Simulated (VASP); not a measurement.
# As2H in VASP: further runs, part 2 of 2

VASP 6.6.1.

**3. Single point, PBE**

This run uses another cell than the first one, of 14.77 Å³/atom, 1.030 times its volume.

Contents of INCAR:

```
  ALGO = Normal
  EDIFF = 1E-6
  ENCUT = 400
  GGA = PE
  GGA_COMPAT = False
  ISIF = 2
  ISMEAR = 1
  LASPH = True
  LCHARG = False
  LREAL = False
  LWAVE = False
  NBANDS = 20
  NELM = 120
  PREC = Accurate
  SIGMA = 0.15
```

Contents of KPOINTS:

```
k-points
0
Gamma
  4 3 3
```

Contents of POSCAR:

```
As2H
1.0
    3.9306400000      0.3770450000     -0.8669740000
    0.9531310000      5.1103080000      0.0319130000
    0.5570220000      0.4993120000      4.3900870000
As H
4 2
Direct
    0.9700795276      0.5903974435      0.9512721217
    0.2838450796      0.3172645051      0.5315239634
    0.3837614975      0.9439415865      0.0277129434
    0.8997949656      0.9642737005      0.4520283935
    0.7901390343      0.3321840908      0.7006401031
    0.5602268912      0.5162518485      0.7324524556
```

Potentials or basis: VASP PAW PBE potentials, release 64 (As, H).

Run with:

```sh
cat potpaw_PBE.64/As/POTCAR potpaw_PBE.64/H/POTCAR > POTCAR
mpirun -np 1 vasp_std > vasp.out
```

OUTCAR:

```text
EDIFF = 1E-6
   ENCUT = 400
   GGA = PE
   ISIF = 2
   ISMEAR = 1
   LASPH = True
   LREAL = False
   NELM = 120
   PREC = Accurate

 ion  position               nearest neighbor table
   1  0.970  0.590  0.951-   3 2.66   4 2.68   2 2.70   2 2.79   3 2.83
   2  0.284  0.317  0.532-   3 2.66   1 2.70   4 2.74   4 2.75   1 2.79
   3  0.384  0.944  0.028-   2 2.66   1 2.66   4 2.74   4 2.82   1 2.83
   4  0.900  0.964  0.452-   1 2.68   3 2.74   2 2.74   2 2.75   3 2.82
[... 643 lines left out ...]
  -------------------------------------------------------------------------------------
  Total        3.1431081      2.9112397      3.6985013     -0.3213264      0.7623265      0.7014687
  in kB       56.8348403     52.6421099     66.8776657     -5.8103433     13.7846687     12.6842167
  external PRESSURE =      58.7848720 kB  Pullay stress =       0.0000000 kB

 VOLUME and BASIS-vectors are now :
 -----------------------------------------------------------------------------
  energy-cutoff  :      400.00
  volume of cell :       88.60
      direct lattice vectors                 reciprocal lattice vectors
     3.930640000  0.377045000 -0.866974000     0.253020888 -0.047024212 -0.026755380
     0.953131000  5.110308000  0.031913000    -0.023567126  0.200201983 -0.019779983
     0.557022000  0.499312000  4.390087000     0.050139013 -0.010741886  0.222645934

 POSITION                                       TOTAL-FORCE (eV/Angst)
 -----------------------------------------------------------------------------------
      4.90564      3.85786      3.35398        -0.085518      0.831013      0.068517
      1.71416      1.99374      2.09748         0.201172     -0.515641     -0.158680
      2.42356      4.98237     -0.18093         0.268255     -0.394026      0.268930
      4.70764      5.49270      1.23512        -0.410119      0.239117     -0.040142
      3.81264      2.34532      2.40144        -0.441328      0.752897      0.222659
      3.10210      3.21516      2.74630         0.467538     -0.913359     -0.361285
 -----------------------------------------------------------------------------------
    total drift:                                0.000049     -0.000052      0.000010

  FREE ENERGIE OF THE ION-ELECTRON SYSTEM (eV)
  ---------------------------------------------------
  free  energy   TOTEN  =       -21.9059890262 eV

  energy  without entropy=      -21.9053102546  energy(sigma->0) =      -21.90576277
```

stdout:

```text
POSCAR found type information on POSCAR AsH
 POSCAR found :  2 types and       6 ions
 scaLAPACK will be used
 LDA part: xc-table for (Slater+PW92), standard interpolation
 POSCAR, INCAR and KPOINTS ok, starting setup
 FFT: planning ... GRIDC
 FFT: planning ... GRID_SOFT
 FFT: planning ... GRID
 WAVECAR not read
 entering main loop
```

Run time: 14 s. Hardware: 1 thread of Intel Xeon 6975P-C (Granite Rapids), shared host; peak memory 0.17 GiB.

What came out:

* Free energy: -21.9060 eV
* Pressure: 5.9 GPa
* Largest force: 1.088 eV/Å
* Band gap on the k mesh: zero (band 11 reaches 6.62 eV, above the bottom of band 12 at 4.77 eV)

Forces in eV/Å, atoms in the order of the input:
```
As  -0.086  0.831  0.069
As   0.201 -0.516 -0.159
As   0.268 -0.394  0.269
As  -0.410  0.239 -0.040
H   -0.441  0.753  0.223
H    0.468 -0.913 -0.361
```

Caveat: the k points lie up to 0.48 Å⁻¹ apart.

**4. Single point, PBE**

This run uses another cell than the first one, of 15.23 Å³/atom, 1.062 times its volume.

Contents of INCAR:

```
SYSTEM = As2H
PREC = Accurate
ENCUT = 400
EDIFF = 1E-6
ISMEAR = 1
SIGMA = 0.15
LREAL = .FALSE.
LASPH = .TRUE.
NELM = 120
ALGO = Normal
ISIF = 2
LWAVE = .FALSE.
LCHARG = .FALSE.
GGA = PE
NBANDS = 20
GGA_COMPAT = .FALSE.
```

Contents of KPOINTS:

```
Automatic mesh
0
G
  4 3 3
  0 0 0
```

Contents of POSCAR:

```
As2H
1.0
    3.9712530000      0.3809410000     -0.8759330000
    0.9629800000      5.1631110000      0.0322430000
    0.5627770000      0.5044710000      4.4354480000
As H
4 2
Direct
    0.9793351580      0.5895452792      0.9592431868
    0.2856574282      0.3190134810      0.5292957592
    0.3779633081      0.9452044849      0.0342410296
    0.9017613381      0.9651476816      0.4518942072
    0.8312013527      0.1987749141      0.7925854603
    0.7418306641      0.3708549693      0.7153452103
```

Run with:

```sh
cat potpaw_PBE.64/As/POTCAR potpaw_PBE.64/H/POTCAR > POTCAR
mpirun -np 1 vasp_std > vasp.out
```

Run time: 15 s. Hardware: 1 thread of Intel Xeon 6975P-C (Granite Rapids), shared host; peak memory 0.17 GiB.

Results (log left out):

| Item | Value |
| --- | --- |
| Free energy | -22.0845 eV |
| Pressure | 4.0 GPa |
| Largest force | 0.945 eV/Å |
| Band gap on the k mesh | zero (band 11 reaches 6.05 eV, above the bottom of band 12 at 4.57 eV) |

Forces in eV/Å, atoms in the order of the input:
```
As   0.139  0.743 -0.211
As   0.180 -0.155 -0.449
As   0.131 -0.931  0.090
As  -0.106 -0.101 -0.522
H   -0.248  0.634  0.257
H   -0.096 -0.190  0.835
```

Stress tensor (GPa, compression positive):
```
 4.69 -0.53  1.18
-0.53  3.06  3.23
 1.18  3.23  4.36
```

Levels at points of the mesh, in eV from the Fermi level:
```
           k point  band 8  band 9  band 10  band 11  band 12  band 13  band 14  band 15
(0.00, 0.00, 0.00)   -3.26   -2.71    -1.59    -0.13     0.85     1.43     1.58     2.35
(0.50, 0.00, 0.00)   -2.78   -2.58    -1.63    -0.81    -0.52     0.32     1.63     1.85
```

Caveat: the k points lie up to 0.47 Å⁻¹ apart.

**5. Overview**

| cell | gap on the mesh (eV) | pressure (GPa) | largest force (eV/Å) |
| --- | --- | --- | --- |
| a = 4.003, b = 5.147, c = 4.410 Å, angles 82.0, 94.6, 74.4°, 6 atoms | none | 13.8 | 3.25 |
| a = 4.043, b = 5.199, c = 4.453 Å, angles 82.0, 94.6, 74.4°, 6 atoms | none | 5.9 | 1.09 |
| a = 4.085, b = 5.252, c = 4.499 Å, angles 82.0, 94.6, 74.4°, 6 atoms | none | 4.0 | 0.94 |

Alike in all rows: task single point; level PBE; potentials or basis VASP PAW PBE potentials, release 64 (As, H); no spin polarisation; k mesh 4 × 3 × 3; cutoff (eV) 400; smearing methfessel-paxton 0.15 eV.

Caveats: all runs use coarse meshes.

Absolute energies hang on the potentials; compare differences alone.
